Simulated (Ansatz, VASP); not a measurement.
## Mo: VASP beside Ansatz

Contents of INCAR:

```
SYSTEM = Mo
PREC = Accurate
ENCUT = 520
EDIFF = 1E-6
ISMEAR = -1
SIGMA = 0.08
LREAL = .False.
LASPH = .True.
NELM = 100
ALGO = Normal
ISIF = 2
LWAVE = .False.
LCHARG = .False.
GGA = PE
NBANDS = 21
```

Contents of KPOINTS:

```
regular mesh
0
Gamma
  15 15 8
  0 0 0
```

The input POSCAR:

```
Mo
1.0
    2.5240022073      0.0000000000      0.0000000000
   -1.2620011036      2.1858500307      0.0000000000
    0.0000000000      0.0000000000      3.9720402534
Mo
2
Direct
    0.3333333333      0.6666666667      0.2500000000
    0.6666666667      0.3333333333      0.7500000000
```

Input for Ansatz:

```yaml
crystal:
  lattice:
    - [2.5240022073, 0.0, 0.0]
    - [-1.2620011036, 2.1858500307, 0.0]
    - [0.0, 0.0, 3.9720402534]
  atoms:
    - { symbol: Mo, position: [0.3333333333, 0.6666666667, 0.25] }
    - { symbol: Mo, position: [0.6666666667, 0.3333333333, 0.75] }
kpoints:
  mp_grid: { grid: [15, 15, 8] }
scf:
  occupations: { method: fermi_dirac, width: 0.08 }
hamiltonian:
  xc: pbe
  pseudopotentials: { kind: all_electron, lapw: { basis_error: 0.001 } }
output:
  forces: true
  stress: true
  eigenvalues: true
  populations: true
```

Change from the starting cell: volume scaled by 0.68, LAPW.

Alike in both runs: task single point; functional PBE; k mesh 15 × 15 × 8; occupations fermi-dirac, width 0.08 eV; no spin polarisation.

|  | VASP | Ansatz |
| --- | --- | --- |
| version | VASP 6.6.1 | Ansatz 0.2.0 |
| potentials or method | VASP PAW PBE potentials, release 64 (Mo_sv), cutoff 520 eV | all-electron LAPW, scalar-relativistic |

```tsv
	VASP	Ansatz	Ansatz less VASP
pressure (GPa)	191.0	188.3	-2.78
traceless stress, the component that is largest in VASP (GPa)	0.37	0.10	-0.266
```

Both programs put the cell under a high pressure, so it lies far from rest at this level. Ansatz ran all-electron here, and VASP with PAW potentials.

Noted on VASP's run: the cell as given lies far from equilibrium.
